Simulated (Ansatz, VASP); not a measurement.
# Two plane-wave programs on Si

```
Si
1.0
     0.00000    2.70097   -2.70097
    -2.70097    0.00000    2.70097
     5.40193    5.40193    5.40193
Si
6
Direct
  0.33333 0.66667 0.20833
  0.66667 0.33333 0.54167
  0.00000 0.00000 0.87500
  0.00000 0.00000 0.12500
  0.33333 0.66667 0.45833
  0.66667 0.33333 0.79167
```

Alike in both runs: task single point; functional LDA; k mesh 9 × 9 × 4; occupations fermi-dirac, width 0.02 eV; no spin polarisation.

```csv
,VASP,Ansatz
version,VASP 6.6.1,Ansatz 0.2.0
potentials or method,"VASP PAW LDA potentials, release 64 (Si)","PAW with Ansatz's default frozen-core files, scalar-relativistic"
plane-wave cutoff (eV),520,420
valence electrons in the cell,24,24
```

|  | VASP | Ansatz | Ansatz less VASP |
| --- | --- | --- | --- |
| pressure (GPa) | 0.0 | 0.0 | -0.04 |

LDA's correlation is that of Perdew and Zunger in VASP and of Perdew and Wang (1992) in Ansatz.
